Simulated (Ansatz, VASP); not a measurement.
## LiF: VASP beside Ansatz

Contents of INCAR:

```
  ALGO = Normal
  EDIFF = 1E-6
  ENCUT = 520
  ISIF = 2
  ISMEAR = 0
  LASPH = True
  LCHARG = True
  LELF = True
  LREAL = False
  LVHAR = True
  LWAVE = False
  NBANDS = 18
  NELM = 100
  PREC = Accurate
  SIGMA = 0.05
```

KPOINTS

```
k-points
0
Gamma
  9 9 6
```

The input POSCAR:

```
LiF
1.0
    3.1329467744      0.0000000000      0.0000000000
   -1.5664733872      2.7132114953      0.0000000000
    0.0000000000      0.0000000000      5.0553229152
Li F
2 2
Direct
    0.3333333333      0.6666666667      0.3839784076
    0.6666666667      0.3333333333      0.8839784076
    0.3333333333      0.6666666667      0.9910195924
    0.6666666667      0.3333333333      0.4910195924
```

Input for Ansatz:

```yaml
crystal:
  lattice:
    - [3.1329467744, 0.0, 0.0]
    - [-1.5664733872, 2.7132114953, 0.0]
    - [0.0, 0.0, 5.0553229152]
  atoms:
    - { symbol: Li, position: [0.3333333333, 0.6666666667, 0.3839784076] }
    - { symbol: Li, position: [0.6666666667, 0.3333333333, 0.8839784076] }
    - { symbol: F, position: [0.3333333333, 0.6666666667, 0.9910195924] }
    - { symbol: F, position: [0.6666666667, 0.3333333333, 0.4910195924] }
basis:
  ecutwfc: 520.0
kpoints:
  mp_grid: { grid: [9, 9, 6] }
hamiltonian:
  xc: lda
scf:
  occupations: { method: gaussian, width: 0.05 }
output:
  forces: true
  stress: true
  eigenvalues: true
```

Alike in both runs: task single point; functional LDA; k mesh 9 × 9 × 6; occupations gaussian, width 0.05 eV; no spin polarisation.

```csv
,VASP,Ansatz
version,VASP 6.6.1,Ansatz 0.2.0
potentials or method,"VASP PAW LDA potentials, release 64 (Li_sv, F), cutoff 520 eV","scalar-relativistic, plane waves, PAW"
valence electrons in the cell,20,20
```

VASP gave:

* gap on the k mesh at the Fermi level (eV): 7.09
* least direct gap on the mesh (eV): 7.09
* rms of the force components (eV/Å): 0.062

Question: Estimate Ansatz's values.

Answer: gap on the k mesh at the Fermi level (eV): 7.10; least direct gap on the mesh (eV): 7.10; rms of the force components (eV/Å): 0.061.

LDA's correlation is that of Perdew and Zunger in VASP and of Perdew and Wang (1992) in Ansatz. Atom by atom the forces differ by 0.001 eV/Å (rms over components).

Noted on VASP's run: the cutoff is short for stress, so the pressure is rough.
